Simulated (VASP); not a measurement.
# Rh (Fm-3m) in VASP: notebook, part 2 of 2

VASP 6.6.1.

## Step 4: Single point, PBE

This run uses another cell than the first one, of 13.77 Å³/atom, 1.021 times its volume.

INCAR

```
SYSTEM = Rh
ALGO = Normal
EDIFF = 1E-7
ENCUT = 520
GGA = PE
ISIF = 2
ISMEAR = -1
LASPH = .TRUE.
LCHARG = .FALSE.
LREAL = .FALSE.
LWAVE = .FALSE.
NBANDS = 14
NELM = 100
PREC = Accurate
SIGMA = 0.06122561905347299
```

KPOINTS

```
k-points
0
G
  25 25 25
  0 0 0
```

POSCAR

```
Rh
1.0
    0.0000000000      1.9025902899      1.9025902899
    1.9025902899      0.0000000000      1.9025902899
    1.9025902899      1.9025902899      0.0000000000
Rh
1
Direct
    0.0000000000      0.0000000000      0.0000000000
```

Potentials or basis: VASP PAW PBE potentials, release 64 (Rh_pv).

Started as:

```sh
$ cat potpaw_PBE.64/Rh_pv/POTCAR > POTCAR
$ mpirun -np 1 vasp_std > vasp.out
```

OUTCAR:

```text
SYSTEM = Rh
   EDIFF = 1E-7
   ENCUT = 520
   GGA = PE
   ISIF = 2
   ISMEAR = -1
   LASPH = .TRUE.
   LREAL = .FALSE.
   NELM = 100
   PREC = Accurate

 ion  position               nearest neighbor table
   1  0.000  0.000  0.000-

  LATTYP: Found a face centered cubic cell.
 ALAT       =     3.8051805798

  Lattice vectors:

 A1 = (   0.0000000000,   1.9025902899,   1.9025902899)
 A2 = (   1.9025902899,   0.0000000000,   1.9025902899)
 A3 = (   1.9025902899,   1.9025902899,   0.0000000000)

Analysis of symmetry for initial positions (statically):
=====================================================================
 Subroutine PRICEL returns:
 Original cell was already a primitive cell.

 Routine SETGRP: Setting up the symmetry group for a
 face centered cubic supercell.

 Subroutine GETGRP returns: Found 48 space group operations
 (whereof 48 operations were pure point group operations)
 out of a pool of 48 trial point group operations.

The static configuration has the point symmetry O_h .

Analysis of symmetry for dynamics (positions and initial velocities):
=====================================================================
 Subroutine PRICEL returns:
 Original cell was already a primitive cell.

 Routine SETGRP: Setting up the symmetry group for a
 face centered cubic supercell.

 Subroutine GETGRP returns: Found 48 space group operations
 (whereof 48 operations were pure point group operations)
 out of a pool of 48 trial point group operations.

The dynamic configuration has the point symmetry O_h .

 Subroutine INISYM returns: Found 48 space group operations
 (whereof 48 operations are pure point group operations),
 and found     1 'primitive' translations

----------------------------------------------------------------------------------------

[... 113 lines left out ...]
  Thomas-Fermi vector in A             =   2.767338
   LORBIT       =      0    0 simple, 1 ext, 2 COOP (PROOUT), +10 PAW based schemes
   GGA     = PE    functional components
   LHFCALC =     F    Hartree Fock is set to
   AEXX    =    0.0000 exact exchange contribution
   IVDW    =     0    specifies the selected vdW correction
   LEPSILON=     F    determine dielectric tensor
   LRPA    =     F    only Hartree local field effects (RPA)
 non-spin polarized calculation
  energy-cutoff  :      520.00
  volume of cell :       13.77
 maximum number of plane-waves:       381
   NGX =  9   NGY =  9   NGZ =  9

 number of electron      15.0000007 magnetization

 Free energy of the ion-electron system (eV)
  ---------------------------------------------------
  ext. energy  EPLUGINS =         0.00000000
  ---------------------------------------------------
  free energy    TOTEN  =        -7.26214176 eV

  energy without entropy =       -7.24554736  energy(sigma->0) =       -7.25384456

 E-fermi :  11.8670     XC(G=0): -14.0198

 val. band max:       11.8663580141   @ k =   0.4400   0.3600   0.0800
 cond. band min:      11.8728457318   @ k =  -0.2000   0.1200   0.0400
 fundamental gap:      0.0064877177
 Fermi energy:        11.8670281284

 k-point     1 :       0.0000    0.0000    0.0000
  band No.  band energies     occupation
      1     -34.5068      2.00000
      2     -34.5068      2.00000
      3     -34.5068      2.00000
      4       3.9246      2.00000
      5       8.8011      2.00000
      6       8.8011      2.00000
      7       8.8011      2.00000
      8      10.8805      2.00000
      9      10.8805      2.00000
     10      27.8675      0.00000
     11      32.4064      0.00000
     12      33.3178      0.00000
     13      33.3178      0.00000
     14      33.3178      0.00000
[... 377 lines left out ...]
      1     -35.1941      2.00000
      2     -34.6082      2.00000
      3     -34.6065      2.00000
      4       5.8644      2.00000
      5       8.7290      2.00000
      6       8.8326      2.00000
      7      11.2816      1.99986
      8      12.3441      0.00083
      9      12.7457      0.00000
     10      21.4788      0.00000
     11      27.6975      0.00000
     12      32.4064      0.00000
     13      33.2629      0.00000
     14      33.6759      0.00000

 [... further k-points ...]

------------------------ aborting loop because EDIFF is reached ----------------------------------------

  FORCE on cell =-STRESS in cart. coord.  units (eV):
  Direction    XX          YY          ZZ          XY          YZ          ZX
  --------------------------------------------------------------------------------------
  -------------------------------------------------------------------------------------
  Total        0.4662754      0.4662754      0.4662754      0.0000000     -0.0000000      0.0000000
  in kB       54.2359502     54.2359502     54.2359502      0.0000000     -0.0000000      0.0000000
  external PRESSURE =      54.2359502 kB  Pullay stress =       0.0000000 kB

 VOLUME and BASIS-vectors are now :
 -----------------------------------------------------------------------------
  energy-cutoff  :      520.00
  volume of cell :       13.77
      direct lattice vectors                 reciprocal lattice vectors
     0.000000000  1.902590290  1.902590290    -0.262799617  0.262799617  0.262799617
     1.902590290  0.000000000  1.902590290     0.262799617 -0.262799617  0.262799617
     1.902590290  1.902590290  0.000000000     0.262799617  0.262799617 -0.262799617

 POSITION                                       TOTAL-FORCE (eV/Angst)
 -----------------------------------------------------------------------------------
      0.00000      0.00000      0.00000        -0.000000     -0.000000     -0.000000
 -----------------------------------------------------------------------------------
    total drift:                               -0.000000     -0.000000     -0.000000

  FREE ENERGIE OF THE ION-ELECTRON SYSTEM (eV)
  ---------------------------------------------------
  free  energy   TOTEN  =        -7.2621417635 eV

  energy  without entropy=       -7.2455473611  energy(sigma->0) =       -7.25384456
```

OSZICAR:

```text
N       E                     dE             d eps       ncg     rms          rms(c)
DAV:   1     0.121276671080E+03    0.12128E+03   -0.87886E+03 12784   0.115E+03
DAV:   2    -0.616437787072E+01   -0.12744E+03   -0.12183E+03 14018   0.342E+02
DAV:   3    -0.775478889420E+01   -0.15904E+01   -0.15879E+01 15482   0.420E+01
DAV:   4    -0.776071076147E+01   -0.59219E-02   -0.59216E-02 14516   0.262E+00
DAV:   5    -0.776076294717E+01   -0.52186E-04   -0.52184E-04 15044   0.216E-01    0.101E+01
DAV:   6    -0.728190606158E+01    0.47886E+00   -0.80130E-01 13508   0.124E+01    0.353E+00
DAV:   7    -0.726559764220E+01    0.16308E-01   -0.17323E-02 14816   0.161E+00    0.167E+00
DAV:   8    -0.726228701918E+01    0.33106E-02   -0.34331E-03 13532   0.787E-01    0.206E-01
DAV:   9    -0.726214035615E+01    0.14666E-03   -0.10668E-04 13550   0.143E-01    0.111E-02
DAV:  10    -0.726214154071E+01   -0.11846E-05   -0.31126E-06 14546   0.217E-02    0.331E-03
DAV:  11    -0.726214180130E+01   -0.26059E-06   -0.29861E-07 14492   0.756E-03    0.752E-04
DAV:  12    -0.726214176351E+01    0.37790E-07   -0.80134E-09  6736   0.130E-03
   1 F= -.72621418E+01 E0= -.72538446E+01  d E =-.165944E-01
```

stdout:

```text
POSCAR found type information on POSCAR Rh
 POSCAR found :  1 types and       1 ions
 scaLAPACK will be used
 LDA part: xc-table for (Slater+PW92), standard interpolation
 POSCAR, INCAR and KPOINTS ok, starting setup
 FFT: planning ... GRIDC
 FFT: planning ... GRID_SOFT
 FFT: planning ... GRID
 WAVECAR not read
 entering main loop
```

Run time: 2.2 min. Hardware: 1 thread of AMD EPYC 7R13, shared host; peak memory 0.16 GiB.

What came out:

| Quantity | Value |
| --- | --- |
| Free energy | -7.2621 eV |
| Pressure | 5.4 GPa |

Levels at points of the mesh, in eV from the Fermi level:
| k point | band 4 | band 5 | band 6 | band 7 | band 8 | band 9 | band 10 | band 11 |
| --- | --- | --- | --- | --- | --- | --- | --- | --- |
| (0.00, 0.00, 0.00) | -7.94 | -3.07 | -3.07 | -3.07 | -0.99 | -0.99 | 16.00 | 20.54 |
